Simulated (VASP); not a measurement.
SnTe3As:

```
CELL_PARAMETERS angstrom
5.33622 0.00000 0.00000
0.00000 5.33622 0.00000
0.00000 0.00000 5.33622
ATOMIC_POSITIONS crystal
Sn 0.00000 0.00000 0.00000
Te 0.00000 0.50000 0.50000
Te 0.50000 0.00000 0.50000
Te 0.50000 0.50000 0.00000
As 0.50000 0.50000 0.50000
```

The cell was generated, and may not be a known phase.

```yaml
Program: VASP 6.6.1
Task: relaxation of cell and atoms
Functional: PBE
Potentials_or_basis: VASP PAW PBE potentials, release 64 (Sn_d, Te, As)
Cutoff: 600 eV
k_mesh: 4 × 4 × 4
Occupations: gaussian, width 0.1 eV
Spin: no spin polarisation
```

At the start: pressure 4.2 GPa; volume 30.39 Å³/atom.

Problem. How do energy, volume and symmetry change on relaxing?

Solution. Over 3 steps the energy falls by 33.5 meV/atom and the volume is 33.15 Å³/atom (+9.1 %); space group Pm-3m (No. 221, to 0.1 Å) before and after.

The path:
| step | energy change (eV) | largest force (eV/Å) | pressure (GPa) | volume (Å³) |
| --- | --- | --- | --- | --- |
| 1 | 0.0000 | 0.0000 | 4.19 | 151.95 |
| 2 | -0.1542 | 0.0000 | -0.96 | 170.12 |
| 3 | -0.1675 | 0.0000 | 0.02 | 165.75 |

Final structure:
```xyz
5
Lattice="5.4931 0.0000 0.0000 0.0000 5.4931 0.0000 0.0000 0.0000 5.4931" Properties=species:S:1:pos:R:3 pbc="T T T"
Sn    0.0000    0.0000    0.0000
Te    0.0000    2.7465    2.7465
Te    2.7465    0.0000    2.7465
Te    2.7465    2.7465    0.0000
As    2.7465    2.7465    2.7465
```
